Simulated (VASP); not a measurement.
P, 8 atoms in the cell. The typed cell holds 8 atoms: a = 3.310 Å, b = 4.558 Å, c = 11.527 Å, α = 99.48°, β = 83.13°, γ = 90.00°.  This cell differs from its parent crystal: the part above a cut slid along it.

| Property | Result |
| --- | --- |
| Program | VASP 6.6.1 |
| Task | single point |
| Functional | PBE |
| Potentials or basis | VASP PAW PBE potentials, release 64 (P) |
| Cutoff | 520 eV |
| k mesh | 10 × 7 × 3 |
| Occupations | gaussian, width 0.03 eV |
| Spin | no spin polarisation |
| Dipole correction | no |
| Further INCAR settings | ALGO = Normal; EDIFF = 1e-07; NBANDS = 30 |

Potentials or basis: VASP PAW PBE potentials, release 64 (P).

Run with:

```console
$ cat potpaw_PBE.64/P/POTCAR > POTCAR
$ mpirun -np 1 vasp_std > vasp.out
```

Hardware: 1 thread of Intel Xeon 8259CL, with other jobs on the host.

Question: How long does it take, and how much memory?

Answer: Wall time 15 min on 1 thread of Intel Xeon 8259CL (shared host), peak memory 0.52 GiB. Counts: scf iterations 15, k points 106.
